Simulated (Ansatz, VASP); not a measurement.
## BeMo in VASP and in Ansatz

```xyz
2
Lattice="0.0000 2.2459 2.2459 2.2459 0.0000 2.2459 2.2459 2.2459 0.0000" Properties=species:S:1:pos:R:3 pbc="T T T"
Be    0.0000    0.0000    0.0000
Mo    2.2459    2.2459    2.2459
```

Alike in both runs: task relaxation of cell and atoms; functional PBE; k mesh 6 × 6 × 6; occupations gaussian, width 0.1 eV; no spin polarisation.

```csv
,VASP,Ansatz
version,VASP 6.6.1,Ansatz 0.2.0
potentials or method,"VASP PAW PBE potentials, release 64 (Be, Mo_sv), cutoff 600 eV","scalar-relativistic, plane waves, PAW"
valence electrons in the cell,16,16
```

VASP gave:

```
gap on the k mesh at the Fermi level, each at its own relaxed structure (eV) : none
relaxed volume (Å³/atom)                                                     : 12.29
relaxed cell length with the largest relative difference (Å)                 : 3.264
```

Task: Which values does Ansatz return?

Result: gap on the k mesh at the Fermi level, each at its own relaxed structure (eV): none; relaxed volume (Å³/atom): 12.27; relaxed cell length with the largest relative difference (Å): 3.262.

A gap of «none» marks a metal or a gap that the smearing closes.

The k mesh is coarse, so the values compare programs but aren't converged.
